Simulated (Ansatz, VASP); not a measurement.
**Two plane-wave programs on MgSnSb2**

```xyz
4
Lattice="4.5066 0.0000 0.0000 0.0000 4.5066 0.0000 0.0000 0.0000 6.4214" Properties=species:S:1:pos:R:3 pbc="T T T"
Mg    0.0000    0.0000    0.0000
Sb    0.0000    2.2533    1.5596
Sb    2.2533    0.0000    4.8618
Sn    2.2533    2.2533    3.2107
```

Alike in both runs: task single point; functional r2SCAN; k mesh 4 × 4 × 4; occupations fermi-dirac, width 0.02 eV; no spin polarisation.

|  | VASP | Ansatz |
| --- | --- | --- |
| version | VASP 6.6.1 | Ansatz 0.2.0 |
| potentials or method | VASP PAW PBE potentials, release 64 (Mg, Sb, Sn_d) | plane waves, PAW |
| plane-wave cutoff (eV) | 520 | 500 |
| valence electrons in the cell | 26 | 54 |

```tsv
	VASP	Ansatz	Ansatz less VASP
pressure (GPa)	3.1	3.0	-0.06
rms of the force components (eV/Å)	0.053	0.042	-0.0117
```

VASP's potentials were made for PBE, not for r2SCAN. VASP's potentials hold 26 valence electrons a cell and Ansatz's 54, so a difference there can come from the potentials and not from the codes.

Neither program's run includes spin-orbit coupling.
